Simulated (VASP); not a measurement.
The system is PbS.

```
CELL_PARAMETERS angstrom
0.00000 2.98723 2.98723
2.97230 0.00000 2.98723
2.97230 2.98723 0.00000
ATOMIC_POSITIONS crystal
Pb 0.00000 0.00000 0.00000
S 0.50000 0.50000 0.50000
```

This cell differs from its parent crystal: uniaxial x strain -0.5%.

Base run:

| Item | Value |
| --- | --- |
| Program | VASP 6.6.1 |
| Functional | r2SCAN |
| Potentials or basis | VASP PAW PBE potentials, release 64 (Pb_d, S) |
| Cutoff | 520 eV |
| k mesh | 8 × 8 × 8 |
| Occupations | gaussian, width 0.01 eV |
| Spin | no spin polarisation |

Its results: band gap on the k mesh 0.68 eV, direct; pressure 0.3 GPa.

Q: The run is repeated on the same cell with these changes: functional from r2SCAN to PBE; k mesh from 8 × 8 × 8 to 4 × 4 × 4. What comes out?

A: Band gap on the k mesh 0.42 eV, direct; pressure 1.2 GPa.

Several settings changed at once, so the effect can't be laid on one alone.

Caveats: some runs use coarse meshes; spin-orbit coupling is left out, which moves the levels of the heavy elements; the PAW data sets were made with another functional, which shifts forces and pressure a little (some runs).

A k mesh can miss the band edges.
